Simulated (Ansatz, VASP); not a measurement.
# One calculation of Te2Mo, two programs

INCAR

```
ALGO = Normal
EDIFF = 1E-6
ENCUT = 520
GGA = PE
ISIF = 2
ISMEAR = 0
LASPH = T
LCHARG = F
LREAL = F
LWAVE = F
NBANDS = 20
NELM = 60
PREC = Accurate
SIGMA = 0.01
```

KPOINTS

```
k-points
0
Gamma
  8 8 8
```

POSCAR

```
Te2Mo
1.0
    1.7734078921      1.0238775239      7.1041366288
   -1.7734078921      1.0238775239      7.1041366288
    0.0000000000     -2.0477550478      7.1041366288
Mo Te
1 2
Direct
   -0.0000368534     -0.0000368534     -0.0000368534
    0.4174226673      0.4174226673      0.4174226673
    0.2492808528      0.2492808528      0.2492808528
```

Input for Ansatz:

```yaml
crystal:
  lattice:
    - [1.7734078921, 1.0238775239, 7.1041366288]
    - [-1.7734078921, 1.0238775239, 7.1041366288]
    - [0.0, -2.0477550478, 7.1041366288]
  atoms:
    - { symbol: Mo, position: [-3.68534e-05, -3.68534e-05, -3.68534e-05] }
    - { symbol: Te, position: [0.4174226673, 0.4174226673, 0.4174226673] }
    - { symbol: Te, position: [0.2492808528, 0.2492808528, 0.2492808528] }
kpoints:
  mp_grid: { grid: [8, 8, 8] }
  band_path:
    path:
      - [0.0, 0.0, 0.0]
      - [-0.5, -0.5, -0.5]
      - [-0.5, -0.1805145102, -0.8194854898]
      - [-0.1805145102, 0.1805145102, -0.5]
      - [0.0, 0.0, -0.5]
      - [0.0, 0.3402572551, -0.3402572551]
      - [-0.3402572551, 0.0, -0.6597427449]
      - [-0.5, 0.0, -0.5]
      - [0.0, 0.200521, -0.203125]
      - [-0.1624630592, 0.1624630592, -0.5]
    npoints: 1
hamiltonian:
  xc: pbe
scf:
  occupations: { method: fixed }
  n_extra_bands: 4
output:
  forces: true
  stress: true
  eigenvalues: true
```

Alike in both runs: task single point; functional PBE; k mesh 8 × 8 × 8; no spin polarisation.

|  | VASP | Ansatz |
| --- | --- | --- |
| version | VASP 6.6.1 | Ansatz 0.2.0 |
| potentials or method | VASP PAW PBE potentials, release 64 (Mo_sv, Te) | plane waves, PAW |
| plane-wave cutoff (eV) | 520 | 420 |
| occupations | gaussian, width 0.01 eV | fixed |
| valence electrons in the cell | 26 | 46 |

VASP gave:

| Item | Value |
| --- | --- |
| gap on the k mesh at the Fermi level (eV) | 0.91 |
| pressure (GPa) | 1.9 |
| traceless stress, the component that is largest in VASP (GPa) | 0.90 |
| rms of the force components (eV/Å) | 0.099 |

Problem. Which values does Ansatz return?

Solution. gap on the k mesh at the Fermi level (eV): 0.91; pressure (GPa): 1.9; traceless stress, the component that is largest in VASP (GPa): 0.84; rms of the force components (eV/Å): 0.093.

Atom by atom the forces differ by 0.007 eV/Å (rms over components). VASP's potentials hold 26 valence electrons a cell and Ansatz's 46, so a difference there can come from the potentials and not from the codes.

Neither program's run includes spin-orbit coupling.
